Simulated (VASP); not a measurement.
# Ta (Im-3m) in VASP: further runs, part 2 of 2

VASP 6.6.1.

## (4) Electric field gradients, LDA

This run uses another cell than the first one, of 18.13 Å³/atom, 1.063 times its volume.

File INCAR:

```
  ALGO = Normal
  EDIFF = 1E-8
  ENCUT = 520
  GGA = CA
  ISIF = 2
  ISMEAR = -1
  LASPH = True
  LCHARG = False
  LEFG = True
  LREAL = False
  LWAVE = False
  NBANDS = 12
  NELM = 60
  PREC = Accurate
  SIGMA = 0.05
```

File KPOINTS:

```
k-points
0
Gamma
  14 14 14
```

File POSCAR:

```
Ta
1.0
   -1.6549278069      1.6549278069      1.6549278069
    1.6549278069     -1.6549278069      1.6549278069
    1.6549278069      1.6549278069     -1.6549278069
Ta
1
Direct
    0.0000000000      0.0000000000      0.0000000000
```

Potentials or basis: VASP PAW LDA potentials, release 64 (Ta_pv).

The run is started by

```console
$ cat potpaw_LDA.64/Ta_pv/POTCAR > POTCAR
$ mpirun -np 1 vasp_std > vasp.out
```

OUTCAR:

```text
EDIFF = 1E-8
   ENCUT = 520
   GGA = CA
   ISIF = 2
   ISMEAR = -1
   LASPH = True
   LREAL = False
   NELM = 60
   PREC = Accurate

 ion  position               nearest neighbor table
   1  0.000  0.000  0.000-

  LATTYP: Found a body centered cubic cell.
 ALAT       =     3.3098556138

  Lattice vectors:

 A1 = (  -1.6549278069,   1.6549278069,   1.6549278069)
 A2 = (   1.6549278069,  -1.6549278069,   1.6549278069)
 A3 = (   1.6549278069,   1.6549278069,  -1.6549278069)

Analysis of symmetry for initial positions (statically):
=====================================================================
 Subroutine PRICEL returns:
 Original cell was already a primitive cell.

 Routine SETGRP: Setting up the symmetry group for a
 body centered cubic supercell.

 Subroutine GETGRP returns: Found 48 space group operations
 (whereof 48 operations were pure point group operations)
 out of a pool of 48 trial point group operations.

The static configuration has the point symmetry O_h .

Analysis of symmetry for dynamics (positions and initial velocities):
=====================================================================
 Subroutine PRICEL returns:
 Original cell was already a primitive cell.

 Routine SETGRP: Setting up the symmetry group for a
 body centered cubic supercell.

 Subroutine GETGRP returns: Found 48 space group operations
 (whereof 48 operations were pure point group operations)
 out of a pool of 48 trial point group operations.

The dynamic configuration has the point symmetry O_h .

 Subroutine INISYM returns: Found 48 space group operations
 (whereof 48 operations are pure point group operations),
[... 152 lines left out ...]
      2     -27.5862      2.00000
      3     -27.5862      2.00000
      4      -2.4722      2.00000
      5       6.0117      0.00000
      6       6.0117      0.00000
      7       6.0117      0.00000
      8       9.2462      0.00000
      9       9.2462      0.00000
     10      19.0031      0.00000
     11      20.3923      0.00000
     12      20.3923      0.00000
[... 331 lines left out ...]
 k-point    24 :       0.3571    0.2857   -0.0000
  band No.  band energies     occupation
      1     -28.4853      2.00000
      2     -28.3066      2.00000
      3     -27.7331      2.00000
      4       2.7959      2.00000
      5       4.1151      2.00000
      6       4.6861      1.99999
      7       9.4689      0.00000
      8      10.0367      0.00000
      9      14.1712      0.00000
     10      16.3748      0.00000
     11      18.1774      0.00000
     12      19.0082      0.00000

 [... further k-points ...]
[... 5 lines left out ...]
  --------------------------------------------------------------------------------------
  -------------------------------------------------------------------------------------
  Total       -1.0563906     -1.0563906     -1.0563906     -0.0000000     -0.0000000      0.0000000
  in kB      -93.3550813    -93.3550813    -93.3550813     -0.0000000     -0.0000000      0.0000000
  external PRESSURE =     -93.3550813 kB  Pullay stress =       0.0000000 kB

 VOLUME and BASIS-vectors are now :
 -----------------------------------------------------------------------------
  energy-cutoff  :      520.00
  volume of cell :       18.13
      direct lattice vectors                 reciprocal lattice vectors
    -1.654927807  1.654927807  1.654927807     0.000000000  0.302127983  0.302127983
     1.654927807 -1.654927807  1.654927807     0.302127983  0.000000000  0.302127983
     1.654927807  1.654927807 -1.654927807     0.302127983  0.302127983  0.000000000

 POSITION                                       TOTAL-FORCE (eV/Angst)
 -----------------------------------------------------------------------------------
      0.00000      0.00000      0.00000        -0.000000      0.000000      0.000000
 -----------------------------------------------------------------------------------
    total drift:                               -0.000000      0.000000     -0.000000

  FREE ENERGIE OF THE ION-ELECTRON SYSTEM (eV)
  ---------------------------------------------------
  free  energy   TOTEN  =       -12.8119732325 eV

  energy  without entropy=      -12.8029100745  energy(sigma->0) =      -12.80744165

 Electric field gradients (V/A^2)
---------------------------------------------------------------------
 ion       V_xx      V_yy      V_zz      V_xy      V_xz      V_yz
---------------------------------------------------------------------
   1       0.000     0.000    -0.000     0.000     0.000     0.000
---------------------------------------------------------------------

 Electric field gradients after diagonalization (V/A^2)
 (convention: |V_zz| > |V_xx| > |V_yy|)
----------------------------------------------------------------------
 ion       V_xx      V_yy      V_zz     asymmetry (V_yy - V_xx)/ V_zz
----------------------------------------------------------------------
   1      -0.000    -0.000     0.000       0.000
----------------------------------------------------------------------

           NMR quadrupolar parameters

 Cq : quadrupolar parameter    Cq=e*Q*V_zz/h
 eta: asymmetry parameters     (V_yy - V_xx)/ V_zz
 Q  : nuclear electric quadrupole moment in mb (millibarn)
----------------------------------------------------------------------
 ion       Cq(MHz)       eta       Q (mb)
----------------------------------------------------------------------
   1       0.000       0.000       1.000
----------------------------------------------------------------------
```

Wall time 6.9 s (1 thread of Intel Xeon 6975P-C (Granite Rapids), shared host); peak memory 0.14 GiB.

Results:

```yaml
Free_energy: -12.8120 eV
Pressure: -9.3 GPa
```

Caveat: without QUAD_EFG the Cq values of the log hold for a quadrupole moment of 1 mb, not for the nuclei; spin-orbit coupling is left out, which moves the levels of the heavy elements.

## (5) Electric field gradients, LDA

This run uses another cell than the first one, of 18.13 Å³/atom, 1.063 times its volume.

File INCAR:

```
SYSTEM = Ta
PREC = Accurate ; ENCUT = 520
EDIFF = 1E-8 ; ISMEAR = -1
SIGMA = 0.05 ; LREAL = .FALSE.
LASPH = .TRUE. ; NELM = 80
ALGO = Normal ; ISIF = 2
LWAVE = .FALSE. ; LCHARG = .FALSE.
LEFG = .TRUE. ; NBANDS = 12
```

File KPOINTS:

```
regular mesh
0
G
  14 14 14
  0 0 0
```

POSCAR is that of step 4.

Potentials or basis: VASP PAW LDA potentials, release 64 (Ta_pv).

The run is started by

```console
$ cat potpaw_LDA.64/Ta_pv/POTCAR > POTCAR
$ mpirun -np 1 vasp_std > vasp.out
```

OUTCAR:

```text
SYSTEM = Ta
   PREC = Accurate
   ENCUT = 520
   EDIFF = 1E-8
   ISMEAR = -1
   LREAL = .FALSE.
   LASPH = .TRUE.
   NELM = 80
   ISIF = 2

 ion  position               nearest neighbor table
   1  0.000  0.000  0.000-

  LATTYP: Found a body centered cubic cell.
 ALAT       =     3.3098556138

  Lattice vectors:

 A1 = (  -1.6549278069,   1.6549278069,   1.6549278069)
 A2 = (   1.6549278069,  -1.6549278069,   1.6549278069)
 A3 = (   1.6549278069,   1.6549278069,  -1.6549278069)

Analysis of symmetry for initial positions (statically):
[... 566 lines left out ...]
  ---------------------------------------------------
  free  energy   TOTEN  =       -12.8119732325 eV

  energy  without entropy=      -12.8029100745  energy(sigma->0) =      -12.80744165

 Electric field gradients (V/A^2)
---------------------------------------------------------------------
 ion       V_xx      V_yy      V_zz      V_xy      V_xz      V_yz
---------------------------------------------------------------------
   1       0.000     0.000    -0.000     0.000     0.000     0.000
---------------------------------------------------------------------

 Electric field gradients after diagonalization (V/A^2)
 (convention: |V_zz| > |V_xx| > |V_yy|)
----------------------------------------------------------------------
 ion       V_xx      V_yy      V_zz     asymmetry (V_yy - V_xx)/ V_zz
----------------------------------------------------------------------
   1      -0.000    -0.000     0.000       0.000
----------------------------------------------------------------------

           NMR quadrupolar parameters

 Cq : quadrupolar parameter    Cq=e*Q*V_zz/h
 eta: asymmetry parameters     (V_yy - V_xx)/ V_zz
 Q  : nuclear electric quadrupole moment in mb (millibarn)
----------------------------------------------------------------------
 ion       Cq(MHz)       eta       Q (mb)
----------------------------------------------------------------------
   1       0.000       0.000       1.000
----------------------------------------------------------------------
```

Wall time 7.1 s (1 thread of Intel Xeon 6975P-C (Granite Rapids), shared host); peak memory 0.14 GiB.

Results:

* Free energy: -12.8120 eV
* Pressure: -9.3 GPa

Caveat: without QUAD_EFG the Cq values of the log hold for a quadrupole moment of 1 mb, not for the nuclei; spin-orbit coupling is left out, which moves the levels of the heavy elements.

## (6) Electric field gradients, LDA (volume scaled by 1.03)

File INCAR:

```
PREC = Accurate
ENCUT = 520
EDIFF = 1E-8
ISMEAR = -1
SIGMA = 0.05
LREAL = F
LASPH = T
NELM = 80
ALGO = Normal
ISIF = 2
LWAVE = F
LCHARG = F
LEFG = T
NBANDS = 12
```

File KPOINTS:

```
regular mesh
0
Gamma
  14 14 14
```

File POSCAR:

```
Ta
1.0
   -1.6713142964      1.6713142964      1.6713142964
    1.6713142964     -1.6713142964      1.6713142964
    1.6713142964      1.6713142964     -1.6713142964
Ta
1
Direct
    0.0000000000      0.0000000000      0.0000000000
```

Potentials or basis: VASP PAW LDA potentials, release 64 (Ta_pv).

The run is started by

```console
$ cat potpaw_LDA.64/Ta_pv/POTCAR > POTCAR
$ mpirun -np 1 vasp_std > vasp.out
```

OUTCAR:

```text
PREC = Accurate
   ENCUT = 520
   EDIFF = 1E-8
   ISMEAR = -1
   LREAL = F
   LASPH = T
   NELM = 80
   ISIF = 2

 ion  position               nearest neighbor table
   1  0.000  0.000  0.000-

  LATTYP: Found a body centered cubic cell.
 ALAT       =     3.3426285928

  Lattice vectors:

 A1 = (  -1.6713142964,   1.6713142964,   1.6713142964)
 A2 = (   1.6713142964,  -1.6713142964,   1.6713142964)
 A3 = (   1.6713142964,   1.6713142964,  -1.6713142964)

Analysis of symmetry for initial positions (statically):
=====================================================================
 Subroutine PRICEL returns:
 Original cell was already a primitive cell.

 Routine SETGRP: Setting up the symmetry group for a
 body centered cubic supercell.

 Subroutine GETGRP returns: Found 48 space group operations
[... 540 lines left out ...]
  external PRESSURE =    -145.4358418 kB  Pullay stress =       0.0000000 kB

 VOLUME and BASIS-vectors are now :
 -----------------------------------------------------------------------------
  energy-cutoff  :      520.00
  volume of cell :       18.67
      direct lattice vectors                 reciprocal lattice vectors
    -1.671314296  1.671314296  1.671314296     0.000000000  0.299165753  0.299165753
     1.671314296 -1.671314296  1.671314296     0.299165753  0.000000000  0.299165753
     1.671314296  1.671314296 -1.671314296     0.299165753  0.299165753  0.000000000

 POSITION                                       TOTAL-FORCE (eV/Angst)
 -----------------------------------------------------------------------------------
      0.00000      0.00000      0.00000        -0.000000     -0.000000     -0.000000
 -----------------------------------------------------------------------------------
    total drift:                                0.000000      0.000000      0.000000

  FREE ENERGIE OF THE ION-ELECTRON SYSTEM (eV)
  ---------------------------------------------------
  free  energy   TOTEN  =       -12.7713721949 eV

  energy  without entropy=      -12.7625218200  energy(sigma->0) =      -12.76694701

 Electric field gradients (V/A^2)
---------------------------------------------------------------------
 ion       V_xx      V_yy      V_zz      V_xy      V_xz      V_yz
---------------------------------------------------------------------
   1      -0.000    -0.000     0.000     0.000     0.000     0.000
---------------------------------------------------------------------

 Electric field gradients after diagonalization (V/A^2)
 (convention: |V_zz| > |V_xx| > |V_yy|)
----------------------------------------------------------------------
 ion       V_xx      V_yy      V_zz     asymmetry (V_yy - V_xx)/ V_zz
----------------------------------------------------------------------
   1      -0.000    -0.000     0.001       0.000
----------------------------------------------------------------------

           NMR quadrupolar parameters

 Cq : quadrupolar parameter    Cq=e*Q*V_zz/h
 eta: asymmetry parameters     (V_yy - V_xx)/ V_zz
 Q  : nuclear electric quadrupole moment in mb (millibarn)
----------------------------------------------------------------------
 ion       Cq(MHz)       eta       Q (mb)
----------------------------------------------------------------------
   1       0.000       0.000       1.000
----------------------------------------------------------------------
```

stdout:

```text
POSCAR found type information on POSCAR Ta
 POSCAR found :  1 types and       1 ions
 scaLAPACK will be used
 LDA part: xc-table for (Slater(with rela. corr.)+CA(PZ))
 , standard interpolation
 POSCAR, INCAR and KPOINTS ok, starting setup
 FFT: planning ... GRIDC
 FFT: planning ... GRID_SOFT
 FFT: planning ... GRID
 WAVECAR not read
 entering main loop
ion   1
```

Wall time 6.8 s (1 thread of Intel Xeon 6975P-C (Granite Rapids), shared host); peak memory 0.14 GiB.

What came out:

* Free energy: -12.7714 eV
* Pressure: -14.5 GPa

Levels at points of the mesh, in eV from the Fermi level:
```csv
k point,band 1,band 2,band 3,band 4,band 5,band 6,band 7,band 8,band 9,band 10
"(0.00, 0.00, 0.00)",-33.04,-33.04,-33.04,-7.70,0.67,0.67,0.67,3.80,3.80,13.57
"(0.50, 0.00, 0.00)",-34.10,-33.38,-33.04,-4.21,-1.48,1.59,3.66,4.63,7.40,11.12
"(0.50, 0.50, 0.50)",-33.78,-33.78,-33.78,-3.60,-3.60,6.49,6.49,6.49,8.43,8.43
```

Caveat: the cell differs from its parent crystal (volume scaled by 1.03); without QUAD_EFG the Cq values of the log hold for a quadrupole moment of 1 mb, not for the nuclei; spin-orbit coupling is left out, which moves the levels of the heavy elements.

## (7) Summary

| cell | gap on the mesh (eV) | pressure (GPa) |
| --- | --- | --- |
| a = 2.808 Å, angles 109.5°, 1 atom | none | 3.5 |
| a = 2.837 Å, angles 109.5°, 1 atom | none | -3.3 |
| a = 2.866 Å, angles 109.5°, 1 atom | none | -9.3 |
| a = 2.895 Å, angles 109.5°, 1 atom | none | -14.5 |

Alike in all rows: task electric field gradients; level LDA; potentials or basis VASP PAW LDA potentials, release 64 (Ta_pv); no spin polarisation; k mesh 14 × 14 × 14; cutoff (eV) 520; smearing fermi-dirac 0.05 eV.

Caveats: spin-orbit coupling is left out, which moves the levels of the heavy elements.

Total energies depend on the potentials used, so only differences within one code and one set of settings carry meaning.
